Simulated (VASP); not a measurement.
Set up this calculation in VASP 6.6.1, as the native input.

```yaml
Task: single point
Functional: PBE
Potentials_or_basis: VASP PAW PBE potentials, release 64 (Na_pv, I)
Cutoff: 520 eV
k_mesh: 6 × 6 × 6
Occupations: gaussian, width 0.05 eV
Spin: no spin polarisation
Dipole_correction: no
Further_INCAR_settings: ALGO = Normal; EDIFF = 1e-07; NBANDS = 14
```

The structure of NaI lies in POSCAR:

```
NaI
1.0
    0.0000000000      3.1878540000      3.2849460000
    3.1878540000      0.0000000000      3.2849460000
    3.1878540000      3.1878540000      0.0000000000
Na I
1 1
Direct
    0.0000000000      0.0000000000      0.0000000000
    0.5000000000      0.5000000000      0.5000000000
```

This cell differs from its parent crystal: strain -0.015 along x and y, +0.015 along z.

The input as run:

INCAR

```
ALGO = Normal ; EDIFF = 1E-7
ENCUT = 520 ; GGA = PE
ISIF = 2 ; ISMEAR = 0
LASPH = True ; LCHARG = False
LREAL = False ; LWAVE = False
NBANDS = 14 ; NELM = 60
PREC = Accurate ; SIGMA = 0.05
```

KPOINTS

```
k-points
0
Gamma
  6 6 6
```

Potentials or basis: VASP PAW PBE potentials, release 64 (Na_pv, I).

The run is started by

```sh
$ cat potpaw_PBE.64/Na_pv/POTCAR potpaw_PBE.64/I/POTCAR > POTCAR
$ mpirun -np 1 vasp_std > vasp.out
```

Results of the run:

The pressure is 0.7 GPa. The band gap on the k mesh is 3.66 eV.

Caveat: the cell differs from its parent crystal (strain -0.015 along x and y, +0.015 along z); spin-orbit coupling is left out, which moves the levels of the heavy elements.

Wall time 24 s on 1 thread of Intel(R) Xeon(R) Platinum 8259CL CPU @ 2.50GHz (Skylake/Cascade Lake), with other jobs on the host, peak memory 0.21 GiB.
